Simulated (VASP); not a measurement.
# Hf2F3: single point with PBE

Crystal: Hf2F3.

```
Hf F
1.0
     3.72041    0.00000    0.00000
    -1.86021    3.22197    0.00000
     0.00000    0.00000    5.78835
Hf F
2 3
Direct
  0.33333 0.66667 0.24500
  0.66667 0.33333 0.75500
  0.00000 0.00000 0.00000
  0.33333 0.66667 0.64500
  0.66667 0.33333 0.35500
```

```
Program                : VASP 6.6.1
Task                   : single point
Functional             : PBE
Potentials or basis    : VASP PAW PBE potentials, release 64 (Hf_pv, F)
Cutoff                 : 520 eV
k mesh                 : 6 × 6 × 4
Occupations            : gaussian, width 0.1 eV
Spin                   : no spin polarisation
Dipole correction      : no
Further INCAR settings : ALGO = Normal; EDIFF = 1e-06; NBANDS = 28
```

The pressure is 2.8 GPa. The largest force is 2.341 eV/Å.

Forces in eV/Å, atoms in the order of the input:
```
Hf   0.000  0.000 -2.341
Hf   0.000  0.000  2.341
F    0.000  0.000  0.000
F    0.000  0.000 -0.427
F    0.000  0.000  0.427
```

Stress tensor (GPa, compression positive):
```
2.65 0.00 0.00
0.00 2.65 0.00
0.00 0.00 3.13
```

Levels at points of the mesh, in eV from the Fermi level:
| k point | band 17 | band 18 | band 19 | band 20 | band 21 | band 22 | band 23 | band 24 |
| --- | --- | --- | --- | --- | --- | --- | --- | --- |
| (0.00, 0.00, 0.00) | -7.81 | -7.81 | -3.19 | -0.23 | -0.23 | -0.04 | 0.53 | 1.41 |
| (0.50, 0.00, 0.00) | -8.13 | -7.99 | -1.41 | -0.18 | -0.03 | 0.49 | 0.75 | 1.55 |
| (0.00, 0.00, 0.50) | -7.82 | -7.82 | -1.33 | -1.04 | 0.10 | 0.10 | 0.44 | 1.11 |
| (0.50, 0.00, 0.50) | -8.12 | -8.04 | -0.70 | -0.47 | 0.30 | 1.15 | 1.23 | 1.39 |

It took 19 s on 1 thread of Intel(R) Xeon(R) 6975P-C (Granite Rapids), on a shared host, peak memory 0.2 GiB.

Caveat: spin-orbit coupling is left out, which moves the levels of the heavy elements; an odd number of electrons without spin polarisation forces a metal; a magnetic or distorted state may lie lower.
